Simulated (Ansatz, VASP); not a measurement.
## C: VASP beside Ansatz

Contents of INCAR:

```
PREC = Accurate
ENCUT = 520
EDIFF = 1E-7
ISMEAR = 0
SIGMA = 0.05
LREAL = Auto
LASPH = T
NELM = 60
ALGO = Normal
ISIF = 2
LWAVE = F
LCHARG = T
GGA = PS
LELF = T
LVHAR = T
NBANDS = 43
```

Contents of KPOINTS:

```
Automatic mesh
0
Gamma
  6 6 6
```

The input POSCAR:

```
C
1.0
    0.0000000000      3.5537981836     -3.5537981836
   -3.5537981836      0.0000000000     -3.5537981836
   -3.5537981836      3.5537981836      0.0000000000
C
15
Direct
    0.2500000000      0.7500000000      0.2500000000
    0.7500000000      0.2500000000      0.2500000000
    0.2500000000      0.2500000000      0.2500000000
    0.7500000000      0.7500000000      0.7500000000
    0.2500000000      0.7500000000      0.7500000000
    0.7500000000      0.2500000000      0.7500000000
    0.2500000000      0.2500000000      0.7500000000
    0.8750000000      0.3750000000      0.3750000000
    0.3750000000      0.3750000000      0.3750000000
    0.8906250000      0.8906250000      0.3906250000
    0.3750000000      0.8750000000      0.3750000000
    0.8750000000      0.3750000000      0.8750000000
    0.3750000000      0.3750000000      0.8750000000
    0.8750000000      0.8750000000      0.8750000000
    0.3750000000      0.8750000000      0.8750000000
```

Input for Ansatz:

```yaml
crystal:
  lattice:
    - [0.0, 3.5537981836, -3.5537981836]
    - [-3.5537981836, 0.0, -3.5537981836]
    - [-3.5537981836, 3.5537981836, 0.0]
  atoms:
    - { symbol: C, position: [0.25, 0.75, 0.25] }
    - { symbol: C, position: [0.75, 0.25, 0.25] }
    - { symbol: C, position: [0.25, 0.25, 0.25] }
    - { symbol: C, position: [0.75, 0.75, 0.75] }
    - { symbol: C, position: [0.25, 0.75, 0.75] }
    - { symbol: C, position: [0.75, 0.25, 0.75] }
    - { symbol: C, position: [0.25, 0.25, 0.75] }
    - { symbol: C, position: [0.875, 0.375, 0.375] }
    - { symbol: C, position: [0.375, 0.375, 0.375] }
    - { symbol: C, position: [0.890625, 0.890625, 0.390625] }
    - { symbol: C, position: [0.375, 0.875, 0.375] }
    - { symbol: C, position: [0.875, 0.375, 0.875] }
    - { symbol: C, position: [0.375, 0.375, 0.875] }
    - { symbol: C, position: [0.875, 0.875, 0.875] }
    - { symbol: C, position: [0.375, 0.875, 0.875] }
basis:
  ecutwfc: 420
kpoints:
  mp_grid: { grid: [6, 6, 6] }
hamiltonian:
  xc: pbesol
  pseudopotentials: { kind: paw, azcp: { folder: soft_1 } }
scf:
  occupations: { method: gaussian, width: 0.05 }
output:
  forces: true
  stress: true
  eigenvalues: true
  write_density: true
  write_potential: true
  elf: true
  volumetric_format: npy
```

Change from the starting cell: C vacancy; atom 10 moved -0.125 of the way to it and +0.000 Å across, host rigid.

Alike in both runs: task single point; functional PBEsol; k mesh 6 × 6 × 6; occupations gaussian, width 0.05 eV; no spin polarisation.

```csv
,VASP,Ansatz
version,VASP 6.6.1,Ansatz 0.2.0
potentials or method,"VASP PAW PBE potentials, release 64 (C), cutoff 520 eV","scalar-relativistic, plane waves, PAW"
valence electrons in the cell,60,60
```

Ansatz gave:

* gap on the k mesh at the Fermi level (eV): none
* pressure (GPa): -4.2
* traceless stress, the component that is largest in VASP (GPa): -2.58
* rms of the force components (eV/Å): 0.648

Task: Which values does VASP return?

Result: gap on the k mesh at the Fermi level (eV): none; pressure (GPa): -3.1; traceless stress, the component that is largest in VASP (GPa): -2.56; rms of the force components (eV/Å): 0.641.

VASP's potentials were made for PBE, not for PBEsol, and Ansatz warns of the same on its side. Atom by atom the forces differ by 0.012 eV/Å (rms over components). A gap of «none» marks a metal or a gap that the smearing closes.
